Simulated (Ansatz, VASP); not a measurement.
# Te2Mo: VASP beside Ansatz

Contents of INCAR:

```
SYSTEM = Te2Mo
PREC     = Accurate       ! precision mode
ENCUT    = 520            ! plane-wave cutoff, eV
EDIFF    = 1E-6           ! SCF threshold, eV
ISMEAR   = 0              ! smearing method
SIGMA    = 0.05           ! smearing width, eV
LREAL    = .FALSE.        ! projectors in reciprocal space
LASPH    = .TRUE.         ! aspherical terms in the spheres
NELM     = 60             ! most SCF steps
ALGO     = Normal         ! electronic algorithm
ISIF     = 2              ! what is computed and relaxed
LWAVE    = .FALSE.        ! write WAVECAR
LCHARG   = .TRUE.         ! write CHGCAR
GGA      = PE             ! functional
LELF     = .TRUE.         ! ELF
LVHAR    = .TRUE.       
NBANDS   = 35             ! bands
```

The input KPOINTS:

```
regular mesh
0
G
  12 12 2
  0 0 0
```

Contents of POSCAR:

```
Te2Mo
1.0
    3.5570664331      0.0000000000      0.0000000000
   -1.7785332165      3.0805098940      0.0000000000
    0.0000000000      0.0000000000     15.2047186580
Te Mo
4 2
Direct
    0.3089867146      0.6179734291      0.6310943552
    0.6666666667      0.3333333333      0.1310943552
    0.3333333333      0.6666666667      0.8689056448
    0.6666666667      0.3333333333      0.3689056448
    0.3333333333      0.6666666667      0.2500000000
    0.6666666667      0.3333333333      0.7500000000
```

Input for Ansatz:

```yaml
crystal:
  lattice:
    - [3.5570664331, 0.0, 0.0]
    - [-1.7785332165, 3.080509894, 0.0]
    - [0.0, 0.0, 15.204718658]
  atoms:
    - { symbol: Te, position: [0.3089867146, 0.6179734291, 0.6310943552] }
    - { symbol: Te, position: [0.6666666667, 0.3333333333, 0.1310943552] }
    - { symbol: Te, position: [0.3333333333, 0.6666666667, 0.8689056448] }
    - { symbol: Te, position: [0.6666666667, 0.3333333333, 0.3689056448] }
    - { symbol: Mo, position: [0.3333333333, 0.6666666667, 0.25] }
    - { symbol: Mo, position: [0.6666666667, 0.3333333333, 0.75] }
basis:
  ecutwfc: 420
kpoints:
  mp_grid: { grid: [12, 12, 2] }
hamiltonian:
  xc: pbe
scf:
  occupations: { method: gaussian, width: 0.05 }
output:
  forces: true
  stress: true
  eigenvalues: true
```

Alike in both runs: task single point; functional PBE; k mesh 12 × 12 × 2; occupations gaussian, width 0.05 eV; no spin polarisation.

```csv
,VASP,Ansatz
version,VASP 6.6.1,Ansatz 0.2.0
potentials or method,"VASP PAW PBE potentials, release 64 (Te, Mo_sv), cutoff 520 eV","scalar-relativistic, plane waves, PAW"
valence electrons in the cell,52,92
```

|  | VASP | Ansatz | Ansatz less VASP |
| --- | --- | --- | --- |
| gap on the k mesh at the Fermi level (eV) | 0.99 | 0.99 | -0.004 |
| least direct gap on the mesh (eV) | 1.02 | 1.02 | +0.001 |
| pressure (GPa) | 0.2 | 0.2 | -0.01 |
| traceless stress, the component that is largest in VASP (GPa) | -1.37 | -1.37 | -0.002 |
| rms of the force components (eV/Å) | 0.302 | 0.302 | 0.0000 |

Atom by atom the forces differ by 0.006 eV/Å (rms over components). VASP's potentials hold 52 valence electrons a cell and Ansatz's 92, so a difference there can come from the potentials and not from the codes.

Neither program's run includes spin-orbit coupling.
